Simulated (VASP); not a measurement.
# SnO2 (Pm) in VASP: single point with r2SCAN

Aim: the single point of SnO2 with r2SCAN.

Program: VASP 6.6.1. These are calculated values, not measurements. Logs are shortened: lines on timing, memory, paths and dates and some standing lists are left out, and cuts for length are marked.

## (1) The cell of the first run

It takes space group Pm (No. 6, monoclinic). The conventional cell has a = 4.760 Å, b = 3.201 Å, c = 4.760 Å, α = 90.00°, β = 90.00°, γ = 90.00°. Sn (site symmetry m) has 6 O at 1.84 to 2.27 Å within 2.4 Å. Sn (site symmetry m) has 6 O at 1.93 to 2.22 Å within 2.6 Å. O (site symmetry m) has 3 Sn at 2.01 to 2.10 Å and 1 O at 2.61 Å within 2.7 Å. Within 2.6 Å of O (site symmetry m) lie 3 Sn at 1.93 to 2.27 Å. O (site symmetry m) has 3 Sn at 1.84 to 2.22 Å within 2.4 Å. Within 2.7 Å of O (site symmetry m) lie 3 Sn at 2.03 to 2.11 Å and 1 O at 2.61 Å.

## (2) Single point, r2SCAN (mode 15 (597.8 1/cm) frozen in, largest displacement -0.200 Å)

The input, POSCAR:

```
SnO2
1.0
    4.7598181121      0.0000000000      0.0000000000
    0.0000000000      4.7600576133      0.0000000000
    0.0000000000      0.0000000000      3.2007107582
Sn O
2 4
Direct
    0.4985208221      0.5032304979      0.5000000000
   -0.0032531527      0.0043430707      0.0000000000
    0.2921778015      0.3059582263      0.0000000000
    0.8371034778      0.1659444446      0.5000000000
    0.2253787636      0.7778608972      0.5000000000
    0.6804530873      0.6940417737      0.0000000000
```

The input, INCAR.step1:

```
SYSTEM = SnO2
PREC = Accurate ; ENCUT = 520
ISMEAR = 0 ; SIGMA = 0.05
LREAL = .FALSE. ; LASPH = .TRUE.
NELM = 60 ; NBANDS = 35
GGA = PE ; ALGO = Normal
EDIFF = 1E-4 ; LWAVE = .TRUE.
LCHARG = .FALSE.
```

The input, INCAR.step2:

```
SYSTEM = SnO2
PREC = Accurate ; ENCUT = 520
EDIFF = 1E-7 ; ISMEAR = 0
SIGMA = 0.05 ; LREAL = .FALSE.
LASPH = .TRUE. ; NELM = 60
ALGO = Normal ; ISIF = 2
LWAVE = .FALSE. ; LCHARG = .TRUE.
METAGGA = R2SCAN ; LMIXTAU = .TRUE.
LELF = .TRUE. ; LVHAR = .TRUE.
NBANDS = 35 ; ISTART = 1
```

The input, KPOINTS:

```
Automatic mesh
0
G
  6 6 8
  0 0 0
```

Potentials or basis: VASP PAW PBE potentials, release 64 (Sn_d, O).

Command:

```console
cat potpaw_PBE.64/Sn_d/POTCAR potpaw_PBE.64/O/POTCAR > POTCAR
cp INCAR.step1 INCAR
mpirun -np 1 vasp_std > vasp.out
cp INCAR.step2 INCAR
mpirun -np 1 vasp_std > vasp.out
```

OUTCAR:

```text
SYSTEM = SnO2
   PREC = Accurate
   ENCUT = 520
   EDIFF = 1E-7
   ISMEAR = 0
   LREAL = .FALSE.
   LASPH = .TRUE.
   NELM = 60
   ISIF = 2
   METAGGA = R2SCAN
   ISTART = 1

 ion  position               nearest neighbor table
   1  0.499  0.503  0.500-   5 1.84   6 2.03   6 2.03   3 2.10   3 2.10   4 2.27   2 3.72   2 3.72
                             2 3.72   2 3.72   2 3.73   2 3.73   2 3.74   2 3.74
   2  0.997  0.004  0.000-   4 1.93   4 1.93   3 2.01   6 2.11   5 2.22   5 2.22   1 3.72   1 3.72
                             1 3.72   1 3.72   1 3.73   1 3.73   1 3.74   1 3.74
   3  0.292  0.306  0.000-   2 2.01   1 2.10   1 2.10
   4  0.837  0.166  0.500-   2 1.93   2 1.93   1 2.27
   5  0.225  0.778  0.500-   1 1.84   2 2.22   2 2.22
   6  0.680  0.694  0.000-   1 2.03   1 2.03   2 2.11

  LATTYP: Found a simple orthorhombic cell.
 ALAT       =     3.2007107582
 B/A-ratio  =     1.4871128545
 C/A-ratio  =     1.4871876820

  Lattice vectors:

 A1 = (   0.0000000000,   0.0000000000,   3.2007107582)
 A2 = (   4.7598181121,   0.0000000000,   0.0000000000)
 A3 = (   0.0000000000,   4.7600576133,   0.0000000000)

Analysis of symmetry for initial positions (statically):
=====================================================================
 Subroutine PRICEL returns:
 Original cell was already a primitive cell.

 Routine SETGRP: Setting up the symmetry group for a
 simple orthorhombic supercell.

 Subroutine GETGRP returns: Found  2 space group operations
 (whereof  2 operations were pure point group operations)
 out of a pool of  8 trial point group operations.

The static configuration has the point symmetry C_1h.

Analysis of symmetry for dynamics (positions and initial velocities):
=====================================================================
 Subroutine PRICEL returns:
 Original cell was already a primitive cell.

 Routine SETGRP: Setting up the symmetry group for a
 simple orthorhombic supercell.

 Subroutine GETGRP returns: Found  2 space group operations
 (whereof  2 operations were pure point group operations)
 out of a pool of  8 trial point group operations.

The dynamic configuration has the point symmetry C_1h.

 Subroutine INISYM returns: Found  2 space group operations
 (whereof  2 operations are pure point group operations),
 and found     1 'primitive' translations

----------------------------------------------------------------------------------------

[... 97 lines left out ...]
   LASPH  =      T    aspherical Exc in radial PAW
   ENCUT  =  520.0 eV  38.22 Ry    6.18 a.u.   8.85  8.85  5.95*2*pi/ulx,y,z
   NELM   =     60;   NELMIN=  2; NELMDL=  0     # of ELM steps
   EDIFF  = 0.1E-06   stopping-criterion for ELM
   LREAL  =      F    real-space projection
   EDIFFG = 0.1E-05   stopping-criterion for IOM
   NSW    =      0    number of steps for IOM
   IBRION =     -1    ionic relax: 0-MD 1-quasi-New 2-CG
   NFREE  =      0    steps in history (QN), initial steepest desc. (CG)
   ISIF   =      2    stress and relaxation
   ISYM   =      2    0-nonsym 1-usesym 2-fastsym
   POTIM  = 0.5000    time-step for ionic-motion
   TEBEG  =    0.0;   TEEND  =   0.0 temperature during run
   PSTRESS=    0.0 pullay stress
   NELECT =      52.0000    total number of electrons
   NUPDOWN=      -1.0000    fix difference up-down
   EMIN   =  10.00;   EMAX   =-10.00  energy-range for DOS
   EFERMI =   0.00;   METHOD = LEGACY
   ISMEAR =     0;   SIGMA  =   0.05  broadening in eV -4-tet -1-fermi 0-gaus
   EFERMI_NEDOS =   21; number of points for ismear=-14 and -15
   IALGO  =     38    algorithm
   IMIX   =      4    mixing-type and parameters
     AMIX     =   0.40;   BMIX     =  1.00
     AMIX_MAG =   1.60;   BMIX_MAG =  1.00
  volume/ion in A,a.u.               =      12.09        81.56
  Fermi-wavevector in a.u.,A,eV,Ry     =   1.465299  2.769014 29.213088  2.147101
  Thomas-Fermi vector in A             =   2.581173
   LORBIT       =      0    0 simple, 1 ext, 2 COOP (PROOUT), +10 PAW based schemes
   METAGGA = R2SCAN    functional components
   LHFCALC =     F    Hartree Fock is set to
   AEXX    =    0.0000 exact exchange contribution
   IVDW    =     0    specifies the selected vdW correction
   LEPSILON=     F    determine dielectric tensor
   LRPA    =     F    only Hartree local field effects (RPA)
 non-spin polarized calculation
 Gauss-broadening in eV      SIGMA  =   0.05
  energy-cutoff  :      520.00
  volume of cell :       72.52
 maximum number of plane-waves:      1992
 NGX is ok and might be reduce to    36
   NGX = 17   NGY = 17   NGZ = 11

 number of electron      51.9999994 magnetization

 Free energy of the ion-electron system (eV)
  ---------------------------------------------------
  ext. energy  EPLUGINS =         0.00000000
  ---------------------------------------------------
  free energy    TOTEN  =       -83.53411329 eV

  energy without entropy =      -83.53411329  energy(sigma->0) =      -83.53411329

 E-fermi :   5.9116     XC(G=0): -11.9481

 val. band max:        5.6200184651   @ k =   0.0000   0.0000   0.0000
 cond. band min:       7.3378184325   @ k =   0.0000   0.0000   0.0000
 fundamental gap:      1.7177999674
 Fermi energy:         5.9115996545

 k-point     1 :       0.0000    0.0000    0.0000
  band No.  band energies     occupation
      1     -16.3598      2.00000
      2     -15.6044      2.00000
      3     -15.0695      2.00000
      4     -15.0530      2.00000
      5     -14.9509      2.00000
      6     -14.8886      2.00000
[... 901 lines left out ...]
     34      18.9015      0.00000
     35      19.1966      0.00000

 [... further k-points ...]
[... 5 lines left out ...]
  --------------------------------------------------------------------------------------
  -------------------------------------------------------------------------------------
  Total        3.8216381      3.8356732      4.6226397     -2.7401162      0.0000000      0.0000000
  in kB       84.4327912     84.7428733    102.1296007    -60.5383473      0.0000000      0.0000000
  external PRESSURE =      90.4350884 kB  Pullay stress =       0.0000000 kB

 VOLUME and BASIS-vectors are now :
 -----------------------------------------------------------------------------
  energy-cutoff  :      520.00
  volume of cell :       72.52
      direct lattice vectors                 reciprocal lattice vectors
     4.759818112  0.000000000  0.000000000     0.210092062  0.000000000  0.000000000
     0.000000000  4.760057613  0.000000000     0.000000000  0.210081491  0.000000000
     0.000000000  0.000000000  3.200710758     0.000000000  0.000000000  0.312430605

 POSITION                                       TOTAL-FORCE (eV/Angst)
 -----------------------------------------------------------------------------------
      2.37287      2.39541      1.60036         1.943641     -3.281940      0.000000
      4.74433      0.02067      0.00000         2.407771     -3.313249      0.000000
      1.39071      1.45638      0.00000         1.299949     -0.026976      0.000000
      3.98446      0.78991      1.60036        -2.849615      2.473255      0.000000
      1.07276      3.70266      1.60036        -4.328211      4.064261      0.000000
      3.23883      3.30368      0.00000         1.526465      0.084648      0.000000
 -----------------------------------------------------------------------------------
    total drift:                               -0.006271      0.001794      0.000003

  FREE ENERGIE OF THE ION-ELECTRON SYSTEM (eV)
  ---------------------------------------------------
  free  energy   TOTEN  =       -83.5341132946 eV

  energy  without entropy=      -83.5341132946  energy(sigma->0) =      -83.53411329
```

OSZICAR.step1:

```text
N       E                     dE             d eps       ncg     rms          rms(c)
DAV:   1     0.643251841878E+03    0.64325E+03   -0.25644E+04  7775   0.232E+03
DAV:   2     0.590664490106E+02   -0.58419E+03   -0.55229E+03  7592   0.618E+02
DAV:   3    -0.376764611724E+02   -0.96743E+02   -0.95042E+02  7602   0.209E+02
DAV:   4    -0.426123442116E+02   -0.49359E+01   -0.49002E+01  8767   0.511E+01
DAV:   5    -0.427409398998E+02   -0.12860E+00   -0.12841E+00  8857   0.870E+00    0.166E+01
DAV:   6    -0.360410980922E+02    0.66998E+01   -0.18368E+01 11296   0.672E+01    0.635E+00
DAV:   7    -0.361906302926E+02   -0.14953E+00   -0.24842E+00  8004   0.859E+00    0.337E+00
DAV:   8    -0.361644794635E+02    0.26151E-01   -0.22683E-01 10367   0.517E+00    0.854E-01
DAV:   9    -0.361534220026E+02    0.11057E-01   -0.46784E-02 11500   0.351E+00    0.144E-01
DAV:  10    -0.361542758233E+02   -0.85382E-03   -0.64234E-03  7896   0.512E-01    0.124E-01
DAV:  11    -0.361545112270E+02   -0.23540E-03   -0.72916E-04  9230   0.247E-01    0.337E-02
DAV:  12    -0.361545173300E+02   -0.61030E-05   -0.10816E-04  5284   0.110E-01
   1 F= -.36154517E+02 E0= -.36154517E+02  d E =-.813234E-17
```

Run time: 20 min. Hardware: 1 thread of Oxide Virtual Turin-like, shared host; peak memory 0.29 GiB.

Results:

- Free energy: -83.5341 eV
- Pressure: 9.0 GPa
- Largest force: 5.937 eV/Å
- Band gap on the k mesh: 1.72 eV, direct

Forces in eV/Å, atoms in the order of the input:
```
Sn   1.944 -3.282  0.000
Sn   2.408 -3.313  0.000
O    1.300 -0.027  0.000
O   -2.850  2.473  0.000
O   -4.328  4.064  0.000
O    1.526  0.085  0.000
```

Caveat: the cell differs from its parent crystal (mode 15 (597.8 1/cm) frozen in, largest displacement -0.200 Å); the PAW data sets were made with another functional, which shifts forces and pressure a little; spin-orbit coupling is left out, which moves the levels of the heavy elements.
